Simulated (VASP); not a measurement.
# MnS (Fm-3m) in VASP: a series of runs, part 2 of 2

VASP 6.6.1. Earlier steps stand in the parts before.

**4. Single point, PBE+D3(BJ), collinear spin, ferromagnetic start**

This run uses another cell than the first one, of 17.67 Å³/atom.

The input, INCAR:

```
SYSTEM = MnS
PREC = Accurate ; ENCUT = 520
EDIFF = 1E-6 ; ISMEAR = -1
SIGMA = 0.05 ; LREAL = .FALSE.
LASPH = .TRUE. ; NELM = 150
ALGO = Normal ; ISIF = 2
LWAVE = .FALSE. ; LCHARG = .FALSE.
ISPIN = 2 ; MAGMOM = 4 0
LORBIT = 11 ; LMAXMIX = 4
GGA = PE ; IVDW = 12
NBANDS = 20
```

The input, KPOINTS:

```
Automatic mesh
0
G
  9 9 9
  0 0 0
```

The input, POSCAR:

```
MnS
1.0
    0.0000000000      2.6045000000      2.6045000000
    2.6045000000      0.0000000000      2.6045000000
    2.6045000000      2.6045000000      0.0000000000
Mn S
1 1
Direct
    0.0000000000      0.0000000000      0.0000000000
    0.5000000000      0.5000000000      0.5000000000
```

Potentials or basis: VASP PAW PBE potentials, release 64 (Mn_pv, S).

Command:

```console
cat potpaw_PBE.64/Mn_pv/POTCAR potpaw_PBE.64/S/POTCAR > POTCAR
mpirun -np 1 vasp_std > vasp.out
```

OUTCAR:

```text
SYSTEM = MnS
   PREC = Accurate
   ENCUT = 520
   EDIFF = 1E-6
   ISMEAR = -1
   LREAL = .FALSE.
   LASPH = .TRUE.
   NELM = 150
   ISIF = 2
   ISPIN = 2
   LORBIT = 11
   GGA = PE
   IVDW = 12
 IVDW          = 12

 ion  position               nearest neighbor table
   1  0.000  0.000  0.000-   2 2.60   2 2.60   2 2.60   2 2.60   2 2.60   2 2.60
   2  0.500  0.500  0.500-   1 2.60   1 2.60   1 2.60   1 2.60   1 2.60   1 2.60

  LATTYP: Found a face centered cubic cell.
 ALAT       =     5.2090000000

  Lattice vectors:

 A1 = (   0.0000000000,   2.6045000000,   2.6045000000)
 A2 = (   2.6045000000,   0.0000000000,   2.6045000000)
 A3 = (   2.6045000000,   2.6045000000,   0.0000000000)

Analysis of symmetry for initial positions (statically):
=====================================================================
 Subroutine PRICEL returns:
 Original cell was already a primitive cell.

 Routine SETGRP: Setting up the symmetry group for a
 face centered cubic supercell.

 Subroutine GETGRP returns: Found 48 space group operations
 (whereof 48 operations were pure point group operations)
 out of a pool of 48 trial point group operations.

The static configuration has the point symmetry O_h .

Analysis of symmetry for dynamics (positions and initial velocities):
=====================================================================
 Subroutine PRICEL returns:
 Original cell was already a primitive cell.

 Routine SETGRP: Setting up the symmetry group for a
 face centered cubic supercell.

 Subroutine GETGRP returns: Found 48 space group operations
 (whereof 48 operations were pure point group operations)
 out of a pool of 48 trial point group operations.

The dynamic configuration has the point symmetry O_h .

Analysis of structural, dynamic, and magnetic symmetry:
=====================================================================
 Subroutine PRICEL returns:
 Original cell was already a primitive cell.

 Routine SETGRP: Setting up the symmetry group for a
 face centered cubic supercell.

[... 147 lines left out ...]
  free energy    TOTEN  =       -14.06983707 eV

  energy without entropy =      -14.06326733  energy(sigma->0) =      -14.06655220

 E-fermi :   6.6331     XC(G=0): -10.6419

 val. band max:        6.6181839373   @ k =  -0.2222   0.1111   0.0000
 cond. band min:       6.6435795053   @ k =  -0.3333   0.2222   0.0000
 fundamental gap:      0.0253955679
 Fermi energy:         6.6330917131

 spin component 1

 k-point     1 :       0.0000    0.0000    0.0000
  band No.  band energies     occupation
      1     -44.0585      1.00000
      2     -44.0585      1.00000
      3     -44.0585      1.00000
      4      -7.9391      1.00000
      5       3.2572      1.00000
      6       3.2572      1.00000
[... 541 lines left out ...]
     19      21.3183      0.00000
     20      21.3183      0.00000

 [... further k-points ...]

 spin component 2

 k-point     1 :       0.0000    0.0000    0.0000
  band No.  band energies     occupation
      1     -39.5263      1.00000
      2     -39.5263      1.00000
      3     -39.5263      1.00000
      4      -7.6446      1.00000
      5       4.9831      1.00000
      6       4.9831      1.00000
[... 541 lines left out ...]
     19      21.7190      0.00000
     20      21.7191      0.00000

 [... further k-points ...]

------------------------ aborting loop because EDIFF is reached ----------------------------------------

 Edisp (eV)   -0.81707

 E8    (eV) :    -0.3373

  FORCE on cell =-STRESS in cart. coord.  units (eV):
  Direction    XX          YY          ZZ          XY          YZ          ZX
  --------------------------------------------------------------------------------------
  -------------------------------------------------------------------------------------
  Total      -1.47056    -1.47056    -1.47056    -0.00000     0.00000    -0.00000
  in kB     -66.67924   -66.67924   -66.67924    -0.00000     0.00000    -0.00000
  external pressure =      -66.68 kB  Pullay stress =        0.00 kB

 VOLUME and BASIS-vectors are now :
 -----------------------------------------------------------------------------
  energy-cutoff  :      520.00
  volume of cell :       35.33
      direct lattice vectors                 reciprocal lattice vectors
     0.000000000  2.604500000  2.604500000    -0.191975427  0.191975427  0.191975427
     2.604500000  0.000000000  2.604500000     0.191975427 -0.191975427  0.191975427
     2.604500000  2.604500000  0.000000000     0.191975427  0.191975427 -0.191975427

 POSITION                                       TOTAL-FORCE (eV/Angst)
 -----------------------------------------------------------------------------------
      0.00000      0.00000      0.00000         0.000000      0.000000     -0.000000
      2.60450      2.60450      2.60450         0.000000      0.000000      0.000000
 -----------------------------------------------------------------------------------
    total drift:                               -0.000000      0.000000      0.000000

  FREE ENERGIE OF THE ION-ELECTRON SYSTEM (eV)
  ---------------------------------------------------
  free  energy   TOTEN  =       -14.8869044996 eV

  energy  without entropy=      -14.8803347572  energy(sigma->0) =      -14.88361963

 total charge

# of ion       s       p       d       tot
------------------------------------------
    1        0.215   6.162   4.928  11.305
    2        1.327   2.400   0.000   3.728
--------------------------------------------------
tot          1.542   8.563   4.928  15.033

 magnetization (x)

# of ion       s       p       d       tot
------------------------------------------
    1        0.052   0.039   4.168   4.259
    2        0.027   0.079   0.000   0.106
--------------------------------------------------
tot          0.078   0.118   4.168   4.365
```

OSZICAR:

```text
N       E                     dE             d eps       ncg     rms          rms(c)
DAV:   1     0.153580449446E+03    0.15358E+03   -0.10106E+04  2816   0.975E+02
DAV:   2    -0.694095786046E+01   -0.16052E+03   -0.15081E+03  2916   0.284E+02
DAV:   3    -0.151031587830E+02   -0.81622E+01   -0.80659E+01  3296   0.694E+01
DAV:   4    -0.152014898926E+02   -0.98331E-01   -0.98269E-01  3164   0.774E+00
DAV:   5    -0.152029290031E+02   -0.14391E-02   -0.14391E-02  3164   0.988E-01    0.115E+01
DAV:   6    -0.141353158992E+02    0.10676E+01   -0.56122E+00  3120   0.273E+01    0.110E+01
DAV:   7    -0.140722198619E+02    0.63096E-01   -0.70548E-01  3068   0.108E+01    0.619E+00
DAV:   8    -0.140741801378E+02   -0.19603E-02   -0.34434E-02  3088   0.149E+00    0.329E+00
DAV:   9    -0.140690601393E+02    0.51200E-02   -0.13391E-02  2984   0.113E+00    0.330E-01
DAV:  10    -0.140697424687E+02   -0.68233E-03   -0.25812E-03  2980   0.374E-01    0.145E-01
DAV:  11    -0.140697747964E+02   -0.32328E-04   -0.31916E-04  3084   0.126E-01    0.118E-01
DAV:  12    -0.140698125416E+02   -0.37745E-04   -0.52028E-05  3076   0.671E-02    0.843E-02
DAV:  13    -0.140698287861E+02   -0.16244E-04   -0.76918E-06  2988   0.247E-02    0.473E-02
DAV:  14    -0.140698364296E+02   -0.76436E-05   -0.71325E-06  2952   0.201E-02    0.738E-03
DAV:  15    -0.140698370736E+02   -0.64399E-06   -0.38277E-07  2032   0.565E-03
   1 F= -.14886904E+02 E0= -.14883620E+02  d E =-.656974E-02  mag=     4.7142
```

stdout:

```text
POSCAR found type information on POSCAR MnS
 POSCAR found :  2 types and       2 ions
 scaLAPACK will be used
 LDA part: xc-table for (Slater+PW92), standard interpolation
 POSCAR, INCAR and KPOINTS ok, starting setup
 FFT: planning ... GRIDC
 FFT: planning ... GRID_SOFT
 FFT: planning ... GRID
 WAVECAR not read
 entering main loop
```

It took 35 s on 1 thread of Intel Xeon Platinum 8488C (Sapphire Rapids), shared host; peak memory 0.19 GiB.

What came out:

```
Free energy                                           : -14.8869 eV
Pressure                                              : -6.7 GPa
Net moment                                            : 4.71 μB per cell
Site moments                                          : Mn +4.26; S +0.11 μB
Valence electrons inside the program's atomic spheres : Mn 11.30; S 3.73
Dispersion energy per atom                            : -0.409 eV
```

Caveat: the cell stands under tension; a cell with one magnetic atom can't hold antiferromagnetic order, which such compounds often take; semilocal functionals often make such compounds metallic where correlation or magnetic order opens a gap, which also shifts bond lengths. With open d or f shells a metallic result of PBE can be an artefact of self-interaction; +U or a hybrid may open a gap.

**5. Summary**

```csv
cell,gap on the mesh (eV),pressure (GPa),moment (μB)
"a = 3.634 Å, angles 60.0°, 2 atoms",none,-4.8,4.62
"a = 3.659 Å, angles 60.0°, 2 atoms",none,-5.7,4.67
"a = 3.683 Å, angles 60.0°, 2 atoms",none,-6.7,4.71
```

Alike in all rows: task single point; level PBE+D3(BJ); potentials or basis VASP PAW PBE potentials, release 64 (Mn_pv, S); spin collinear, ferromagnetic start; k mesh 9 × 9 × 9; cutoff (eV) 520; smearing fermi-dirac 0.05 eV.

Caveats: the cell stands under tension; a cell with one magnetic atom can't hold antiferromagnetic order, which such compounds often take; semilocal functionals often make such compounds metallic where correlation or magnetic order opens a gap, which also shifts bond lengths.

Absolute energies hang on the potentials; compare differences alone.
